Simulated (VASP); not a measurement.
Cs3Ge2S3, 8 atoms in the cell. The structure is cubic, space group Pm-3m (No. 221). The conventional cell has a = 6.547 Å, b = 6.547 Å, c = 6.547 Å, α = 90.00°, β = 90.00°, γ = 90.00°. Cs (site symmetry 4/mmm) has 2 Ge at 3.27 Å and 4 S at 3.27 Å within 4.3 Å. Ge (site symmetry m-3m) has 6 S at 3.27 Å within 4.3 Å. Ge (site symmetry m-3m) has 6 Cs at 3.27 Å within 4.3 Å. Within 4.3 Å of S (site symmetry 4/mmm) lie 4 Cs at 3.27 Å and 2 Ge at 3.27 Å. 

```yaml
Program: VASP 6.6.1
Task: relaxation of cell and atoms
Functional: PBE
Potentials_or_basis: VASP PAW PBE potentials, release 64 (Cs_sv, Ge_d, S)
Cutoff: 600 eV
k_mesh: 6 × 6 × 6
Occupations: gaussian, width 0.1 eV
Spin: no spin polarisation
Dipole_correction: no
Further_INCAR_settings: ALGO = Normal; EDIFF = 1e-07; IBRION = 2; EDIFFG = -0.01; NSW = 100; ISIF = 3
```

Potentials or basis: VASP PAW PBE potentials, release 64 (Cs_sv, Ge_d, S).

Launch:

```console
$ cat potpaw_PBE.64/Cs_sv/POTCAR potpaw_PBE.64/Ge_d/POTCAR potpaw_PBE.64/S/POTCAR > POTCAR
$ mpirun -np 1 vasp_std > vasp.out
```

Hardware: 1 thread of Intel(R) Xeon(R) Platinum 8259CL CPU @ 2.50GHz (Skylake/Cascade Lake), with other jobs on the host.

Question: How long does it take, and how much memory?

Answer: Run time: 14 min on 1 thread of Intel(R) Xeon(R) Platinum 8259CL CPU @ 2.50GHz (Skylake/Cascade Lake) (shared host), peak memory 0.58 GiB. Counts: scf iterations 39, k points 20, ion steps 3.
